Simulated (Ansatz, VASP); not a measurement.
## NbP in VASP and in Ansatz

```
Nb P
1.0
     3.34705    0.00000    0.00000
     0.00000    3.34705    0.00000
     0.00000    0.00000   11.54224
Nb P
4 4
Direct
  0.50000 0.50000 0.99979
  0.00000 0.50000 0.74979
  0.00000 0.00000 0.49979
  0.50000 0.00000 0.24979
  0.00000 0.00000 0.08284
  0.50000 0.00000 0.83284
  0.50000 0.50000 0.58284
  0.00000 0.50000 0.33284
```

Change from the starting cell: strain along c alone, the other axes held, atoms relaxed: +1.0 %.

Alike in both runs: functional PBE; k mesh 10 × 10 × 4; occupations gaussian, width 0.1 eV; no spin polarisation.

Ansatz relaxed the structure, and its values are those at the end. VASP's run is a single point on that final structure, the one shown.

```csv
,VASP,Ansatz
version,VASP 6.6.1,Ansatz 0.2.0
potentials or method,"VASP PAW PBE potentials, release 64 (Nb_sv, P), cutoff 520 eV","scalar-relativistic, plane waves, PAW"
valence electrons in the cell,72,72
```

```csv
,VASP,Ansatz,Ansatz less VASP
gap on the k mesh at the Fermi level (eV),none,none,-
pressure (GPa),-2.0,-1.6,+0.37
```

A gap of «none» marks a metal or a gap that the smearing closes. With one functional, cell and mesh, what is left measures potentials, basis and numerics. Ansatz's warnings: stress scf threshold loose.
